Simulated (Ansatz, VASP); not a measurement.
## One calculation of LiH, two programs

File POSCAR:

```
LiH
1.0
    3.2450855152      0.0000000000      0.0000000000
   -1.6225427576      2.8103264936      0.0000000000
    0.0000000000      0.0000000000      4.0684421498
Li H
2 2
Direct
    0.3333333333      0.6666666667     -0.0625000000
    0.6666666667      0.3333333333      0.4375000000
    0.3333333333      0.6666666667      0.4375000000
    0.6666666667      0.3333333333      0.9375000000
```

File INCAR.step1:

```
  PREC = Accurate
  ENCUT = 520
  EDIFF = 1E-5
  ISMEAR = 0
  SIGMA = 0.01
  LREAL = False
  LASPH = True
  NELM = 60
  ALGO = Normal
  ISIF = 2
  LWAVE = True
  LCHARG = False
  GGA = PE
  NBANDS = 12
```

Contents of INCAR.step2:

```
  PREC = Accurate
  ENCUT = 520
  EDIFF = 1E-6
  ISMEAR = 0
  SIGMA = 0.01
  LREAL = False
  LASPH = True
  NELM = 60
  ALGO = Normal
  ISIF = 2
  LWAVE = False
  LCHARG = False
  GGA = PE
  LHFCALC = True
  HFSCREEN = 0.2079
  PRECFOCK = Normal
  ISTART = 1
  NBANDS = 12
```

Contents of KPOINTS:

```
Automatic mesh
0
Gamma
  6 6 4
```

Input for Ansatz:

```yaml
crystal:
  lattice:
    - [3.2450855152, 0.0, 0.0]
    - [-1.6225427576, 2.8103264936, 0.0]
    - [0.0, 0.0, 4.0684421498]
  atoms:
    - { symbol: Li, position: [0.3333333333, 0.6666666667, -0.0625] }
    - { symbol: Li, position: [0.6666666667, 0.3333333333, 0.4375] }
    - { symbol: H, position: [0.3333333333, 0.6666666667, 0.4375] }
    - { symbol: H, position: [0.6666666667, 0.3333333333, 0.9375] }
kpoints:
  mp_grid: { grid: [6, 6, 4] }
  band_path:
    path:
      - [0.0, 0.0, 0.0]
      - [0.5, 0.0, 0.0]
      - [0.3333333333, 0.3333333333, 0.0]
      - [0.0, 0.0, 0.5]
      - [0.5, 0.0, 0.5]
      - [0.3333333333, 0.3333333333, 0.5]
    npoints: 1
hamiltonian:
  xc: hse06
scf:
  occupations: { method: fixed }
  n_extra_bands: 5
output:
  forces: true
  stress: true
  eigenvalues: true
```

Change from the starting cell: biaxial_xy strain -0.3%.

Alike in both runs: task single point; functional HSE06; k mesh 6 × 6 × 4; no spin polarisation.

|  | VASP | Ansatz |
| --- | --- | --- |
| version | VASP 6.6.1 | Ansatz 0.2.0 |
| potentials or method | VASP PAW PBE potentials, release 64 (Li_sv, H) | plane waves, PAW |
| plane-wave cutoff (eV) | 520 | 420 |
| occupations | gaussian, width 0.01 eV | fixed |
| valence electrons in the cell | 8 | 8 |

|  | VASP | Ansatz | Ansatz less VASP |
| --- | --- | --- | --- |
| gap on the k mesh at the Fermi level (eV) | 2.75 | 2.75 | +0.003 |

Ansatz's warnings: stress exchange threshold loose, stress scf threshold loose.

Noted on VASP's run: the cutoff is short for stress, so the pressure is rough.
